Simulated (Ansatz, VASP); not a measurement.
## GaAs in VASP and in Ansatz

```xyz
2
Lattice="0.0000 2.8331 2.8331 2.8331 0.0000 2.8331 2.8331 2.8331 0.0000" Properties=species:S:1:pos:R:3 pbc="T T T"
Ga    0.0000    0.0000    0.0000
As    4.2496    4.2496    4.2496
```

Alike in both runs: functional r2SCAN; k mesh 8 × 8 × 8; occupations gaussian, width 0.02 eV; no spin polarisation.

Ansatz relaxed the structure, and its values are those at the end. VASP's run is a single point on that final structure, the one shown.

```csv
,VASP,Ansatz
version,VASP 6.6.1,Ansatz 0.2.0
potentials or method,"VASP PAW PBE potentials, release 64 (Ga_d, As), cutoff 520 eV","scalar-relativistic, plane waves, PAW"
valence electrons in the cell,18,28
```

|  | VASP | Ansatz | Ansatz less VASP |
| --- | --- | --- | --- |
| gap on the k mesh at the Fermi level (eV) | 0.94 | 0.96 | +0.019 |
| least direct gap on the mesh (eV) | 0.94 | 0.96 | +0.019 |
| pressure (GPa) | 0.1 | 0.0 | -0.12 |

VASP's potentials were made for PBE, not for r2SCAN. VASP's potentials hold 18 valence electrons a cell and Ansatz's 28, so a difference there can come from the potentials and not from the codes.
